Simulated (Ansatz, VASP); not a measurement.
NbAs4: VASP beside Ansatz

```
Nb As
1.0
     3.45219   -0.06502   -0.06659
    -0.11261    6.04838    0.11394
    -0.19787    0.19548   10.23126
Nb As
2 8
Direct
  0.07591 0.00062 0.00189
  0.49946 0.49393 0.99329
  0.94486 0.31472 0.83350
  0.47653 0.82814 0.82328
  0.02344 0.33829 0.44743
  0.43332 0.83756 0.42798
  0.47909 0.17416 0.17120
  0.98642 0.65022 0.17349
  0.55284 0.19434 0.56874
  0.02811 0.66801 0.55920
```

Change from the starting cell: cell x2, atoms moved at random (sigma 0.15 Å) and cell strained at random (1.5 %), then relaxed without symmetry.

Alike in both runs: task relaxation of cell and atoms; functional PBE; k mesh 6 × 4 × 2; occupations gaussian, width 0.2 eV; no spin polarisation.

|  | VASP | Ansatz |
| --- | --- | --- |
| version | VASP 6.6.1 | Ansatz 0.2.0 |
| potentials or method | VASP PAW PBE potentials, release 64 (Nb_sv, As), cutoff 600 eV | scalar-relativistic, plane waves, PAW |
| valence electrons in the cell | 66 | 146 |

|  | VASP | Ansatz | Ansatz less VASP |
| --- | --- | --- | --- |
| gap on the k mesh at the Fermi level, each at its own relaxed structure (eV) | none | none | - |
| relaxed volume (Å³/atom) | 21.65 | 21.64 | -0.009 |
| relaxed cell length with the largest relative difference (Å) | 6.078 | 6.074 | -0.0042 |

A gap of «none» marks a metal or a gap that the smearing closes. VASP's potentials hold 66 valence electrons a cell and Ansatz's 146, so a difference there can come from the potentials and not from the codes.
